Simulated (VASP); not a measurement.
Input of a VASP 6.6.1 run:

File INCAR:

```
SYSTEM = TlGa
  ALGO = Fast
  EDIFF = 1E-6
  ENCUT = 520
  GGA = PE
  ISIF = 2
  ISMEAR = 0
  LASPH = .True.
  LCHARG = .True.
  LELF = .True.
  LREAL = .False.
  LVHAR = .True.
  LWAVE = .False.
  NBANDS = 20
  NELM = 60
  PREC = Accurate
  SIGMA = 0.05
```

File KPOINTS:

```
k-points
0
Gamma
  14 14 8
  0 0 0
```

Contents of POSCAR:

```
TlGa
1.0
    3.6521389600      0.0000000000      0.0000000000
   -1.8260694800      3.1628451200      0.0000000000
    0.0000000000      0.0000000000      5.8682937400
Tl Ga
1 1
Direct
    0.3333333300      0.6666666700      0.5000000000
    0.0000000000      0.0000000000      0.0000000000
```

Potentials or basis: VASP PAW PBE potentials, release 64 (Tl_d, Ga_d).

The run is started by

```bash
$ cat potpaw_PBE.64/Tl_d/POTCAR potpaw_PBE.64/Ga_d/POTCAR > POTCAR
$ mpirun -np 1 vasp_std > vasp.out
```

Problem. Predict the band gap on the k mesh.

Solution. Zero (band 13 reaches 5.66 eV, above the bottom of band 14 at 1.71 eV).

Problem. Predict the pressure.

Solution. -4.5 GPa.

Stress tensor (GPa, compression positive):
```
-4.28  0.00  0.00
 0.00 -4.28  0.00
 0.00  0.00 -5.03
```

Caveat: spin-orbit coupling is left out, which moves the levels of the heavy elements.
